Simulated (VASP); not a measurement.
The system is LiSc2.

```
Li Sc
1.0
     1.71184    0.98833    5.17019
    -1.71184    0.98833    5.17019
     0.00000   -1.97666    5.17019
Li Sc
1 2
Direct
  0.00000 0.00000 0.00000
  0.75000 0.75000 0.75000
  0.25000 0.25000 0.25000
```

```yaml
Program: VASP 6.6.1
Task: relaxation of cell and atoms
Functional: PBE
Potentials_or_basis: VASP PAW PBE potentials, release 64 (Li_sv, Sc_sv)
Cutoff: 600 eV
k_mesh: 6 × 6 × 6
Occupations: gaussian, width 0.1 eV
Spin: no spin polarisation
```

At the start: pressure 20.9 GPa; volume 17.49 Å³/atom.

**Question.** How do energy, volume and symmetry change on relaxing?

**Answer.** Over 16 steps the energy falls by 845.5 meV/atom and the volume is 22.82 Å³/atom (+30.5 %); space group R-3m (No. 166, to 0.1 Å) before and after.

The path:
```
step  energy change (eV)  largest force (eV/Å)  pressure (GPa)  volume (Å³)
   1              0.0000                3.1043           20.92        52.48
   2             -1.5368                1.1081           -1.09        71.81
   3             -1.5487                1.0162           -2.24        74.03
   4             -1.7598                0.9097           -1.57        71.93
   5             -2.2131                0.1838            2.48        65.44
   6             -2.2116                0.7469            4.74        63.45
   7             -2.2230                0.4697            3.60        64.40
   8             -2.3418                0.5734            3.15        65.23
   9             -2.4385                0.9355            2.70        66.93
  10             -2.4497                0.8810            2.72        66.71
  11             -2.5192                0.3635            0.25        69.31
  12             -2.5262                0.1732           -0.70        70.46
  13             -2.5314                0.1317           -0.45        69.79
  14             -2.5358                0.0609            0.02        68.62
  15             -2.5360                0.0477            0.13        68.37
  16             -2.5365                0.0197            0.04        68.47
```

Final structure:
```cif
data_structure
_symmetry_space_group_name_H-M 'P 1'
_symmetry_Int_Tables_number 1
_cell_length_a 7.6272
_cell_length_b 7.6272
_cell_length_c 7.6272
_cell_angle_alpha 24.763
_cell_angle_beta 24.763
_cell_angle_gamma 24.763
_cell_volume 68.47
loop_
_atom_site_label
_atom_site_type_symbol
_atom_site_fract_x
_atom_site_fract_y
_atom_site_fract_z
_atom_site_occupancy
Li1 Li 0.00000 0.00000 0.00000 1
Sc1 Sc 0.77784 0.77784 0.77784 1
Sc2 Sc 0.22216 0.22216 0.22216 1
```

Caveat: the cutoff is under 1.25 times the usual one of these potentials, so pressure, stress and relaxed cells hold a basis-set (Pulay) error; the volume moved by over 15 % at a fixed basis, so the end points are rough.
